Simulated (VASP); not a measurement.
# MgB2 (P6/mmm) in VASP: further runs

Runs on MgB2. Level: PBE. Tasks: single point.

Program: VASP 6.6.1. These are calculated values, not measurements. Logs are shortened: lines on timing, memory, paths and dates and some standing lists are left out, and cuts for length are marked.

### 1 The cell of the first run

It takes space group P6/mmm (No. 191, hexagonal). The conventional cell has a = 3.000 Å, b = 3.000 Å, c = 3.426 Å, α = 90.00°, β = 90.00°, γ = 120.00°. Mg (site symmetry 6/mmm) has 12 B at 2.44 Å and 6 Mg at 3.00 Å within 3.2 Å. Within 2.3 Å of B (site symmetry -6m2) lie 3 B at 1.73 Å.

### 2 Single point, PBE

Input file INCAR:

```
PREC = Accurate ; ENCUT = 520
EDIFF = 1E-6 ; ISMEAR = 0
SIGMA = 0.1 ; LREAL = False
LASPH = True ; NELM = 60
ALGO = Normal ; ISIF = 2
LWAVE = False ; LCHARG = False
GGA = PE ; NBANDS = 11
```

Input file KPOINTS:

```
regular mesh
0
Gamma
  10 10 8
```

Input file POSCAR:

```
MgB2
1.0
    3.0004365289      0.0000000000      0.0000000000
   -1.5002182644      2.5984538959      0.0000000000
    0.0000000000      0.0000000000      3.4264304348
Mg B
1 2
Direct
    0.0000000000      0.0000000000      0.0000000000
    0.3333333333      0.6666666667      0.5000000000
    0.6666666667      0.3333333333      0.5000000000
```

Potentials or basis: VASP PAW PBE potentials, release 64 (Mg, B).

On the command line:

```sh
$ cat potpaw_PBE.64/Mg/POTCAR potpaw_PBE.64/B/POTCAR > POTCAR
$ mpirun -np 1 vasp_std > vasp.out
```

OUTCAR:

```text
PREC = Accurate
   ENCUT = 520
   EDIFF = 1E-6
   ISMEAR = 0
   LREAL = False
   LASPH = True
   NELM = 60
   ISIF = 2
   GGA = PE

 ion  position               nearest neighbor table
   1  0.000  0.000  0.000-   2 2.44   2 2.44   3 2.44   3 2.44   2 2.44   3 2.44   2 2.44   3 2.44
                             3 2.44   3 2.44   2 2.44   2 2.44
   2  0.333  0.667  0.500-   3 1.73   3 1.73   3 1.73   1 2.44   1 2.44   1 2.44   1 2.44   1 2.44
                             1 2.44
   3  0.667  0.333  0.500-   2 1.73   2 1.73   2 1.73   1 2.44   1 2.44   1 2.44   1 2.44   1 2.44
                             1 2.44

  LATTYP: Found a hexagonal cell.
 ALAT       =     3.0004365289
 C/A-ratio  =     1.1419773096

  Lattice vectors:

 A1 = (   3.0004365289,   0.0000000000,   0.0000000000)
 A2 = (  -1.5002182644,   2.5984538959,   0.0000000000)
 A3 = (   0.0000000000,   0.0000000000,   3.4264304348)

Analysis of symmetry for initial positions (statically):
=====================================================================
 Subroutine PRICEL returns:
 Original cell was already a primitive cell.

 Routine SETGRP: Setting up the symmetry group for a
 hexagonal supercell.

 Subroutine GETGRP returns: Found 24 space group operations
 (whereof 24 operations were pure point group operations)
 out of a pool of 24 trial point group operations.

The static configuration has the point symmetry D_6h.

Analysis of symmetry for dynamics (positions and initial velocities):
=====================================================================
 Subroutine PRICEL returns:
 Original cell was already a primitive cell.

 Routine SETGRP: Setting up the symmetry group for a
 hexagonal supercell.

 Subroutine GETGRP returns: Found 24 space group operations
 (whereof 24 operations were pure point group operations)
 out of a pool of 24 trial point group operations.

The dynamic configuration has the point symmetry D_6h.

 Subroutine INISYM returns: Found 24 space group operations
 (whereof 24 operations are pure point group operations),
 and found     1 'primitive' translations

----------------------------------------------------------------------------------------

                                     Primitive cell

  volume of cell :      26.7142

  direct lattice vectors                    reciprocal lattice vectors
     3.000436529  0.000000000  0.000000000     0.333284837  0.192422117  0.000000000
    -1.500218264  2.598453896  0.000000000     0.000000000  0.384844234  0.000000000
     0.000000000  0.000000000  3.426430435     0.000000000  0.000000000  0.291848914

  length of vectors
     3.000436529  3.000436217  3.426430435     0.384844194  0.384844234  0.291848914

  position of ions in fractional coordinates (direct lattice)
     0.000000000  0.000000000  0.000000000
     0.333333333  0.666666667  0.500000000
     0.666666667  0.333333333  0.500000000

  ion indices of the primitive-cell ions
   primitive index   ion index
                 1           1
                 2           2
                 3           3

----------------------------------------------------------------------------------------

 KPOINTS: regular mesh

Automatic generation of k-mesh.
 Grid dimensions read from file:
 generate k-points for:   10   10    8

 Generating k-lattice:

  Cartesian coordinates                     Fractional coordinates (reciprocal lattice)
     0.033328484  0.019242212  0.000000000     0.100000000 -0.000000000  0.000000000
     0.000000000  0.038484423  0.000000000     0.000000000  0.100000000  0.000000000
     0.000000000  0.000000000  0.036481114     0.000000000  0.000000000  0.125000000

  Length of vectors
     0.038484419  0.038484423  0.036481114

  Shift w.r.t. Gamma in fractional coordinates (k-lattice)
     0.000000000  0.000000000  0.000000000

 Subroutine IBZKPT returns following result:
 ===========================================

 Found     70 irreducible k-points:

 Following reciprocal coordinates:
            Coordinates               Weight
  0.000000  0.000000  0.000000      1.000000
  0.100000  0.000000  0.000000      6.000000
  0.200000  0.000000  0.000000      6.000000
  0.300000 -0.000000  0.000000      6.000000
  0.400000  0.000000  0.000000      6.000000
  0.500000 -0.000000  0.000000      3.000000
[... 16 lines left out ...]
  0.300000  0.100000  0.125000     24.000000
  0.400000  0.100000  0.125000     24.000000
 [... further k-points ...]
   k-points           NKPTS =     70   k-points in BZ     NKDIM =     70   number of bands    NBANDS=     11
   number of dos      NEDOS =    301   number of ions     NIONS =      3
   total plane-waves  NPLWV =  16128
   dimension x,y,z NGX =    24 NGY =   24 NGZ =   28
   dimension x,y,z NGXF=    48 NGYF=   48 NGZF=   56
   ions per type =               1   2
   NGX,Y,Z   is equivalent  to a cutoff of  13.30, 13.30, 13.59 a.u.
   NGXF,Y,Z  is equivalent  to a cutoff of  26.60, 26.60, 27.17 a.u.
 SYSTEM =  unknown system
   PREC   = accura    normal or accurate (medium, high low for compatibility)
   ISTART =      0    job   : 0-new  1-cont  2-samecut
   ICHARG =      2    charge: 1-file 2-atom 10-const
   ISPIN  =      1    spin polarized calculation?
   LNONCOLLINEAR =      F non collinear calculations
   LSORBIT =      F    spin-orbit coupling
   LASPH  =      T    aspherical Exc in radial PAW
   ENCUT  =  520.0 eV  38.22 Ry    6.18 a.u.   5.58  5.58  6.37*2*pi/ulx,y,z
   NELM   =     60;   NELMIN=  2; NELMDL= -5     # of ELM steps
   EDIFF  = 0.1E-05   stopping-criterion for ELM
   LREAL  =      F    real-space projection
   EDIFFG = 0.1E-04   stopping-criterion for IOM
   NSW    =      0    number of steps for IOM
   IBRION =     -1    ionic relax: 0-MD 1-quasi-New 2-CG
   NFREE  =      0    steps in history (QN), initial steepest desc. (CG)
   ISIF   =      2    stress and relaxation
   ISYM   =      2    0-nonsym 1-usesym 2-fastsym
   POTIM  = 0.5000    time-step for ionic-motion
   TEBEG  =    0.0;   TEEND  =   0.0 temperature during run
   PSTRESS=    0.0 pullay stress
   NELECT =       8.0000    total number of electrons
   NUPDOWN=      -1.0000    fix difference up-down
   EMIN   =  10.00;   EMAX   =-10.00  energy-range for DOS
   EFERMI =   0.00;   METHOD = LEGACY
[... 7 lines left out ...]
  Fermi-wavevector in a.u.,A,eV,Ry     =   1.095278  2.069775 16.322010  1.199634
  Thomas-Fermi vector in A             =   2.231599
   LORBIT       =      0    0 simple, 1 ext, 2 COOP (PROOUT), +10 PAW based schemes
   GGA     = PE    functional components
   LHFCALC =     F    Hartree Fock is set to
   AEXX    =    0.0000 exact exchange contribution
   IVDW    =     0    specifies the selected vdW correction
   LEPSILON=     F    determine dielectric tensor
   LRPA    =     F    only Hartree local field effects (RPA)
 non-spin polarized calculation
 Gauss-broadening in eV      SIGMA  =   0.10
  energy-cutoff  :      520.00
  volume of cell :       26.71
 maximum number of plane-waves:       738
 NGX is ok and might be reduce to    24
   NGX = 11   NGY = 11   NGZ = 13

 number of electron       8.0000000 magnetization

 Free energy of the ion-electron system (eV)
  ---------------------------------------------------
  ext. energy  EPLUGINS =         0.00000000
  ---------------------------------------------------
  free energy    TOTEN  =       -15.23994221 eV

  energy without entropy =      -15.23577942  energy(sigma->0) =      -15.23786082

 E-fermi :   5.9231     XC(G=0): -11.2409

 val. band max:        5.9096688148   @ k =   0.1000   0.0000   0.5000
 cond. band min:       5.9307248210   @ k =   0.1000   0.0000   0.1250
 fundamental gap:      0.0210560062
 Fermi energy:         5.9231025243

 k-point     1 :       0.0000    0.0000    0.0000
  band No.  band energies     occupation
      1      -7.0498      2.00000
      2       2.7656      2.00000
      3       6.2985      0.00000
      4       6.2985      0.00000
      5       7.7274      0.00000
      6      12.5477      0.00000
      7      12.5477      0.00000
      8      14.8630      0.00000
      9      16.5533      0.00000
     10      19.4772      0.00000
     11      22.7880      0.00000

 k-point     2 :       0.1000    0.0000    0.0000
  band No.  band energies     occupation
      1      -6.8672      2.00000
      2       2.9427      2.00000
      3       5.4155      2.00000
      4       5.8775      1.48122
      5       7.8799      0.00000
      6      12.4736      0.00000
      7      13.3442      0.00000
      8      15.1840      0.00000
      9      15.8767      0.00000
     10      20.3349      0.00000
     11      22.1408      0.00000

 k-point     3 :       0.2000    0.0000    0.0000
  band No.  band energies     occupation
      1      -6.3228      2.00000
      2       3.4682      2.00000
      3       3.4814      2.00000
      4       5.0409      2.00000
      5       8.3521      0.00000
      6      12.0225      0.00000
      7      14.1711      0.00000
      8      15.2841      0.00000
      9      15.7694      0.00000
     10      21.2969      0.00000
     11      21.3464      0.00000

 k-point     4 :       0.3000   -0.0000    0.0000
  band No.  band energies     occupation
      1      -5.4262      2.00000
      2       1.3175      2.00000
      3       4.2761      2.00000
      4       4.3150      2.00000
      5       9.0572      0.00000
      6      11.5338      0.00000
      7      12.0746      0.00000
      8      15.4730      0.00000
      9      17.7747      0.00000
     10      20.1743      0.00000
     11      21.2972      0.00000

 k-point     5 :       0.4000    0.0000    0.0000
  band No.  band energies     occupation
      1      -4.1987      2.00000
      2      -0.7396      2.00000
      3       3.7751      2.00000
      4       5.3725      2.00000
      5       9.7216      0.00000
      6      10.1372      0.00000
      7      11.4042      0.00000
      8      14.4385      0.00000
      9      19.5326      0.00000
     10      20.0624      0.00000
     11      20.7889      0.00000
[... 211 lines left out ...]
 k-point    21 :       0.1000    0.1000    0.1250
  band No.  band energies     occupation
      1      -6.3640      2.00000
      2       2.3088      2.00000
      3       4.3257      2.00000
      4       5.0358      2.00000
      5       9.5091      0.00000
      6      12.9104      0.00000
      7      13.3300      0.00000
      8      14.3860      0.00000
      9      16.7235      0.00000
     10      19.3558      0.00000
     11      21.1437      0.00000

 k-point    22 :       0.2000    0.1000    0.1250
  band No.  band energies     occupation
      1      -5.6483      2.00000
      2       2.4869      2.00000
      3       3.0270      2.00000
      4       4.0007      2.00000
      5      10.1233      0.00000
      6      11.7789      0.00000
      7      12.9274      0.00000
      8      15.2328      0.00000
      9      17.5887      0.00000
     10      17.8974      0.00000
     11      21.3303      0.00000

 k-point    23 :       0.3000    0.1000    0.1250
  band No.  band energies     occupation
      1      -4.5924      2.00000
      2       0.4505      2.00000
      3       3.2728      2.00000
      4       4.0623      2.00000
      5       9.7597      0.00000
      6      11.0336      0.00000
      7      12.5410      0.00000
      8      15.6436      0.00000
      9      17.0736      0.00000
     10      18.7291      0.00000
     11      21.0160      0.00000

 k-point    24 :       0.4000    0.1000    0.1250
  band No.  band energies     occupation
      1      -3.2390      2.00000
      2      -1.4431      2.00000
      3       2.9280      2.00000
      4       5.1468      2.00000
      5       8.1990      0.00000
      6      11.4237      0.00000
      7      12.7079      0.00000
      8      14.8552      0.00000
      9      16.6824      0.00000
     10      20.2527      0.00000
     11      21.2196      0.00000

 [... further k-points ...]

------------------------ aborting loop because EDIFF is reached ----------------------------------------

  FORCE on cell =-STRESS in cart. coord.  units (eV):
  Direction    XX          YY          ZZ          XY          YZ          ZX
  --------------------------------------------------------------------------------------
  -------------------------------------------------------------------------------------
  Total        2.5216797      2.5216790      1.6080402      0.0000000     -0.0000000      0.0000000
  in kB      151.2373709    151.2373289     96.4419789      0.0000000     -0.0000000      0.0000000
  external PRESSURE =     132.9722262 kB  Pullay stress =       0.0000000 kB

 VOLUME and BASIS-vectors are now :
 -----------------------------------------------------------------------------
  energy-cutoff  :      520.00
  volume of cell :       26.71
      direct lattice vectors                 reciprocal lattice vectors
     3.000436529  0.000000000  0.000000000     0.333284837  0.192422117  0.000000000
    -1.500218264  2.598453896  0.000000000     0.000000000  0.384844234  0.000000000
     0.000000000  0.000000000  3.426430435     0.000000000  0.000000000  0.291848914

 POSITION                                       TOTAL-FORCE (eV/Angst)
 -----------------------------------------------------------------------------------
      0.00000      0.00000      0.00000        -0.000000     -0.000000      0.000000
     -0.00000      1.73230      1.71322         0.000000     -0.000000      0.000000
      1.50022      0.86615      1.71322        -0.000000      0.000000      0.000000
 -----------------------------------------------------------------------------------
    total drift:                                0.000000     -0.000000      0.000000

  FREE ENERGIE OF THE ION-ELECTRON SYSTEM (eV)
  ---------------------------------------------------
  free  energy   TOTEN  =       -15.2399422129 eV

  energy  without entropy=      -15.2357794227  energy(sigma->0) =      -15.23786082
```

Wall time 11 s (1 thread of AMD EPYC 9R45 (Zen 5), shared host); peak memory 0.12 GiB.

Results:

- Free energy: -15.2399 eV
- Pressure: 13.3 GPa
- Band gap on the k mesh: zero (band 4 reaches 7.02 eV, above the bottom of band 5 at 4.43 eV)

Stress tensor (GPa, compression positive):
```
15.12  0.00  0.00
 0.00 15.12  0.00
 0.00  0.00  9.64
```

### 3 Single point, PBE

This run uses another cell than the first one, of 9.16 Å³/atom, 1.029 times its volume.

Input file INCAR:

```
SYSTEM = MgB2
PREC = Accurate ; ENCUT = 520
EDIFF = 1E-6 ; ISMEAR = 0
SIGMA = 0.1 ; LREAL = .FALSE.
LASPH = .TRUE. ; NELM = 60
ALGO = Normal ; ISIF = 2
LWAVE = .FALSE. ; LCHARG = .TRUE.
GGA = PE ; LELF = .TRUE.
LVHAR = .TRUE. ; NBANDS = 11
```

Input file KPOINTS:

```
Automatic mesh
0
G
  10 10 8
  0 0 0
```

Input file POSCAR:

```
MgB2
1.0
    3.0291505849      0.0000000000      0.0000000000
   -1.5145752924      2.6233209944      0.0000000000
    0.0000000000      0.0000000000      3.4592212352
Mg B
1 2
Direct
    0.0000000000      0.0000000000      0.0000000000
    0.3333333333      0.6666666667      0.5000000000
    0.6666666667      0.3333333333      0.5000000000
```

Potentials or basis: VASP PAW PBE potentials, release 64 (Mg, B).

On the command line:

```sh
$ cat potpaw_PBE.64/Mg/POTCAR potpaw_PBE.64/B/POTCAR > POTCAR
$ mpirun -np 1 vasp_std > vasp.out
```

Wall time 12 s (1 thread of AMD EPYC 9R45 (Zen 5), shared host); peak memory 0.12 GiB.

It converged, with:

| Quantity | Value |
| --- | --- |
| Free energy | -15.2911 eV |
| Pressure | 7.9 GPa |
| Band gap on the k mesh | zero (band 4 reaches 6.80 eV, above the bottom of band 5 at 4.26 eV) |

Stress tensor (GPa, compression positive):
```
9.06 0.00 0.00
0.00 9.06 0.00
0.00 0.00 5.48
```

Levels at points of the mesh, in eV from the Fermi level:
| k point | band 2 | band 3 | band 4 | band 5 | band 6 | band 7 |
| --- | --- | --- | --- | --- | --- | --- |
| (0.00, 0.00, 0.00) | -3.10 | 0.36 | 0.36 | 1.74 | 6.50 | 6.50 |
| (0.50, 0.00, 0.00) | -8.10 | -2.28 | 0.14 | 3.16 | 3.96 | 5.54 |
| (0.00, 0.00, 0.50) | -7.74 | 0.76 | 0.76 | 6.80 | 6.80 | 8.23 |
| (0.50, 0.00, 0.50) | -7.15 | -3.76 | -1.99 | -1.38 | 6.03 | 9.20 |

### 4 Single point, PBE

This run uses another cell than the first one, of 9.42 Å³/atom, 1.058 times its volume.

Input file INCAR:

```
PREC = Accurate
ENCUT = 520
EDIFF = 1E-6
ISMEAR = 0
SIGMA = 0.1
LREAL = False
LASPH = True
NELM = 60
ALGO = Normal
ISIF = 2
LWAVE = False
LCHARG = True
GGA = PE
LELF = True
LVHAR = True
NBANDS = 11
```

Input file KPOINTS:

```
regular mesh
0
Gamma
  10 10 8
```

Input file POSCAR:

```
MgB2
1.0
    3.0573303481      0.0000000000      0.0000000000
   -1.5286651740      2.6477253818      0.0000000000
    0.0000000000      0.0000000000      3.4914018853
Mg B
1 2
Direct
    0.0000000000      0.0000000000      0.0000000000
    0.3333333333      0.6666666667      0.5000000000
    0.6666666667      0.3333333333      0.5000000000
```

On the command line:

```sh
$ cat potpaw_PBE.64/Mg/POTCAR potpaw_PBE.64/B/POTCAR > POTCAR
$ mpirun -np 1 vasp_std > vasp.out
```

Run time: 12 s. Hardware: 1 thread of AMD EPYC 9R45 (Zen 5), shared host; peak memory 0.12 GiB.

It converged, with:

```yaml
Free_energy: -15.3176 eV
Pressure: 3.1 GPa
Band_gap_on_the_k_mesh: zero (band 4 reaches 6.59 eV, above the bottom of band 5 at 4.09 eV)
```

Stress tensor (GPa, compression positive):
```
3.68 0.00 0.00
0.00 3.68 0.00
0.00 0.00 1.85
```

Levels at points of the mesh, in eV from the Fermi level:
| k point | band 1 | band 2 | band 3 | band 4 | band 5 | band 6 | band 7 | band 8 | band 9 |
| --- | --- | --- | --- | --- | --- | --- | --- | --- | --- |
| (0.00, 0.00, 0.00) | -12.62 | -3.04 | 0.34 | 0.34 | 1.67 | 6.38 | 6.38 | 8.32 | 10.13 |
| (0.50, 0.00, 0.00) | -8.66 | -7.98 | -2.24 | 0.16 | 3.09 | 3.89 | 5.40 | 7.30 | 12.80 |
| (0.00, 0.00, 0.50) | -11.31 | -7.60 | 0.73 | 0.73 | 6.70 | 6.70 | 8.06 | 10.14 | 10.20 |
| (0.50, 0.00, 0.50) | -7.65 | -7.05 | -3.68 | -1.95 | -1.36 | 5.84 | 8.95 | 9.02 | 13.28 |

### 5 Single point, PBE

This run uses another cell than the first one, of 9.68 Å³/atom, 1.087 times its volume.

Input file INCAR:

```
SYSTEM = MgB2
PREC = Accurate ; ENCUT = 520
EDIFF = 1E-6 ; ISMEAR = 0
SIGMA = 0.1 ; LREAL = .False.
LASPH = .True. ; NELM = 80
ALGO = Normal ; ISIF = 2
LWAVE = .False. ; LCHARG = .True.
GGA = PE ; LELF = .True.
LVHAR = .True. ; NBANDS = 11
```

Input file KPOINTS:

```
regular mesh
0
Gamma
  10 10 8
  0 0 0
```

Input file POSCAR:

```
MgB2
1.0
    3.0850000000      0.0000000000      0.0000000000
   -1.5425000000      2.6716880000      0.0000000000
    0.0000000000      0.0000000000      3.5230000000
Mg B
1 2
Direct
    0.0000000000      0.0000000000      0.0000000000
    0.3333333333      0.6666666667      0.5000000000
    0.6666666667      0.3333333333      0.5000000000
```

On the command line:

```sh
$ cat potpaw_PBE.64/Mg/POTCAR potpaw_PBE.64/B/POTCAR > POTCAR
$ mpirun -np 1 vasp_std > vasp.out
```

It took 12 s on 1 thread of AMD EPYC 9R45 (Zen 5), shared host; peak memory 0.13 GiB.

Results (log left out):

- Free energy: -15.3223 eV
- Pressure: -1.2 GPa
- Band gap on the k mesh: zero (band 4 reaches 6.39 eV, above the bottom of band 5 at 3.94 eV)

Stress tensor (GPa, compression positive):
```
-1.08  0.00  0.00
 0.00 -1.08  0.00
 0.00  0.00 -1.31
```

Levels at points of the mesh, in eV from the Fermi level:
| k point | band 1 | band 2 | band 3 | band 4 | band 5 | band 6 | band 7 | band 8 |
| --- | --- | --- | --- | --- | --- | --- | --- | --- |
| (0.00, 0.00, 0.00) | -12.45 | -2.98 | 0.33 | 0.33 | 1.60 | 6.26 | 6.26 | 8.03 |
| (0.50, 0.00, 0.00) | -8.58 | -7.86 | -2.21 | 0.17 | 3.03 | 3.83 | 5.27 | 7.04 |
| (0.00, 0.00, 0.50) | -11.18 | -7.47 | 0.70 | 0.70 | 6.59 | 6.59 | 7.90 | 9.79 |
| (0.50, 0.00, 0.50) | -7.60 | -6.95 | -3.61 | -1.91 | -1.34 | 5.65 | 8.71 | 8.85 |

### 6 Summary

```csv
cell,gap on the mesh (eV),pressure (GPa)
"a = 3.000, b = 3.000, c = 3.426 Å, angles 90.0, 90.0, 120.0°, 3 atoms",none,13.3
"a = 3.029, b = 3.029, c = 3.459 Å, angles 90.0, 90.0, 120.0°, 3 atoms",none,7.9
"a = 3.057, b = 3.057, c = 3.491 Å, angles 90.0, 90.0, 120.0°, 3 atoms",none,3.1
"a = 3.085, b = 3.085, c = 3.523 Å, angles 90.0, 90.0, 120.0°, 3 atoms",none,-1.2
```

Alike in all rows: task single point; level PBE; potentials or basis VASP PAW PBE potentials, release 64 (Mg, B); no spin polarisation; k mesh 10 × 10 × 8; cutoff (eV) 520; smearing gaussian 0.1 eV.

Total energies depend on the potentials used, so only differences within one code and one set of settings carry meaning.
